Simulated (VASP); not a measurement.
Write the native input for VASP 6.6.1 that does the following.

- Task: single point
- Functional: PBEsol
- Potentials or basis: VASP PAW PBE potentials, release 64 (Pb_d, O)
- Cutoff: 520 eV
- k mesh: 9 × 9 × 9
- Occupations: fermi-dirac, width 0.05 eV
- Spin: non-collinear spin, zero start, spin-orbit coupling
- Starting moments: [[0.0, 0.0, 0.0], [0.0, 0.0, 0.0], [0.0, 0.0, 0.0]] μB
- Dipole correction: no
- Further INCAR settings: ALGO = Normal; EDIFF = 1e-06; NBANDS = 39

The structure of PbO2 lies in POSCAR:

```
PbO2
1.0
    0.0000000000      2.7019920000      2.7019920000
    2.7019920000      0.0000000000      2.7019920000
    2.7019920000      2.7019920000      0.0000000000
Pb O
1 2
Direct
    0.0000000000      0.0000000000      0.0000000000
    0.7500000000      0.7500000000      0.7500000000
    0.2500000000      0.2500000000      0.2500000000
```

The input as run:

INCAR

```
PREC = Accurate
ENCUT = 520
EDIFF = 1E-6
ISMEAR = -1
SIGMA = 0.05
LREAL = False
LASPH = True
NELM = 150
ALGO = Normal
ISIF = 2
LWAVE = False
LCHARG = True
MAGMOM = 0 0 0 0 0 0 0 0 0
LORBIT = 11
LSORBIT = True
GGA_COMPAT = False
LORBMOM = True
GGA = PS
LVHAR = True
NBANDS = 39
```

KPOINTS

```
Automatic mesh
0
Gamma
  9 9 9
```

Potentials or basis: VASP PAW PBE potentials, release 64 (Pb_d, O).

Launch:

```sh
$ cat potpaw_PBE.64/Pb_d/POTCAR potpaw_PBE.64/O/POTCAR > POTCAR
$ mpirun -np 1 vasp_ncl > vasp.out
```

Results of the run:

```
Pressure                                              : -5.8 GPa
Net moment                                            : 0.00 μB per cell
Valence electrons inside the program's atomic spheres : Pb 11.71; O 4.91
```

Caveat: the cell stands under tension; the PAW data sets were made with another functional, which shifts forces and pressure a little.

Wall time 53 s on 1 thread of Intel(R) Xeon(R) 6975P-C (Granite Rapids), with other jobs on the host, peak memory 0.28 GiB.
